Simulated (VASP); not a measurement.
# HfB2: relaxation of cell and atoms with LDA

HfB2:

```
CELL_PARAMETERS angstrom
3.10538 0.00000 0.00000
-1.55269 2.68934 0.00000
0.00000 0.00000 3.41795
ATOMIC_POSITIONS crystal
Hf 0.00000 0.00000 0.00000
B 0.33333 0.66667 0.50000
B 0.66667 0.33333 0.50000
```

```
Program                : VASP 6.6.1
Task                   : relaxation of cell and atoms
Functional             : LDA
Potentials or basis    : VASP PAW LDA potentials, release 64 (Hf_pv, B)
Cutoff                 : 500 eV
k mesh                 : 15 × 15 × 10
Occupations            : gaussian, width 0.1 eV
Spin                   : no spin polarisation
Dipole correction      : no
Further INCAR settings : ALGO = Normal; EDIFF = 1e-07; IBRION = 2; EDIFFG = -0.002; NSW = 100; ISIF = 3
```

```json
{"Relaxed volume": "9.54 Å³/atom", "Relaxed cell": "a = 3.105 Å, b = 3.105 Å, c = 3.427 Å, α = 90.00°, β = 90.00°, γ = 120.00°", "Space group after relaxing (to 0.1 Å)": "P6/mmm (No. 191)", "Energy gained by relaxing": "0.1 meV/atom", "Ionic steps": "5", "Pressure after relaxing": "0.0 GPa", "Band gap on the k mesh": "zero (bands 8 and 9 overlap by 1.15 eV)"}
```

The path:
```
step  energy change (eV)  largest force (eV/Å)  pressure (GPa)  volume (Å³)
   1              0.0000                0.0000            0.57        28.54
   2             -0.0001                0.0000           -0.73        28.68
   3             -0.0002                0.0000           -0.19        28.62
   4             -0.0003                0.0000            0.07        28.60
   5             -0.0003                0.0000            0.00        28.61
```

Final structure:
```cif
data_structure
_symmetry_space_group_name_H-M 'P 1'
_symmetry_Int_Tables_number 1
_cell_length_a 3.1047
_cell_length_b 3.1047
_cell_length_c 3.4270
_cell_angle_alpha 90.000
_cell_angle_beta 90.000
_cell_angle_gamma 120.000
_cell_volume 28.61
loop_
_atom_site_label
_atom_site_type_symbol
_atom_site_fract_x
_atom_site_fract_y
_atom_site_fract_z
_atom_site_occupancy
Hf1 Hf 0.00000 0.00000 0.00000 1
B1 B 0.33333 0.66667 0.50000 1
B2 B 0.66667 0.33333 0.50000 1
```

Levels at points of the mesh, in eV from the Fermi level:
```tsv
k point	band 6	band 7	band 8	band 9	band 10	band 11
(0.00, 0.00, 0.00)	-2.97	-2.97	-2.62	4.15	4.15	4.86
(0.00, 0.00, 0.50)	-1.17	-1.17	0.28	0.28	1.01	1.01
```

Wall time 2.6 min on 1 thread of Intel Xeon 8259CL, with other jobs on the host, peak memory 0.18 GiB.

Caveat: spin-orbit coupling is left out, which moves the levels of the heavy elements.
